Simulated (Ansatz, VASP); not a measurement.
# Two plane-wave programs on Ta16Cu

```xyz
17
Lattice="6.5700 0.0000 0.0000 0.0000 6.5700 0.0000 0.0000 0.0000 21.9099" Properties=species:S:1:pos:R:3 pbc="T T T"
Ta    1.6425    1.6425    4.0000
Ta    1.6425    4.9275    4.0000
Ta    4.9275    1.6425    4.0000
Ta    4.9275    4.9275    4.0000
Ta    0.0000    0.0000    5.6425
Ta    0.0000    3.2850    5.6425
Ta    3.2850    0.0000    5.6425
Ta    3.2850    3.2850    5.6425
Ta    1.6425    1.6425    7.2883
Ta    1.6425    4.9275    7.2883
Ta    4.9275    1.6425    7.2883
Ta    4.9275    4.9275    7.2883
Ta    0.0000    0.0000    8.8099
Ta    0.0000    3.2850    8.8099
Ta    3.2850    0.0000    8.8099
Ta    3.2850    3.2850    8.8099
Cu    0.0000    0.0000   11.6099
```

Alike in both runs: task single point; functional PBE; dispersion D3(BJ); k mesh 4 × 4 × 1; occupations gaussian, width 0.1 eV; no spin polarisation.

|  | VASP | Ansatz |
| --- | --- | --- |
| version | VASP 6.6.1 | Ansatz 0.2.0 |
| potentials or method | VASP PAW PBE potentials, release 64 (Ta_pv, Cu), cutoff 520 eV | scalar-relativistic, plane waves, PAW |
| valence electrons in the cell | 187 | 227 |

```csv
,VASP,Ansatz,Ansatz less VASP
gap on the k mesh at the Fermi level (eV),none,none,-
rms of the force components (eV/Å),0.349,0.349,-0.0005
```

Atom by atom the forces differ by 0.005 eV/Å (rms over components). A gap of «none» marks a metal or a gap that the smearing closes. VASP's potentials hold 187 valence electrons a cell and Ansatz's 227, so a difference there can come from the potentials and not from the codes. Ansatz's warnings: vacuum below fermi.

Spin-orbit coupling is off throughout.
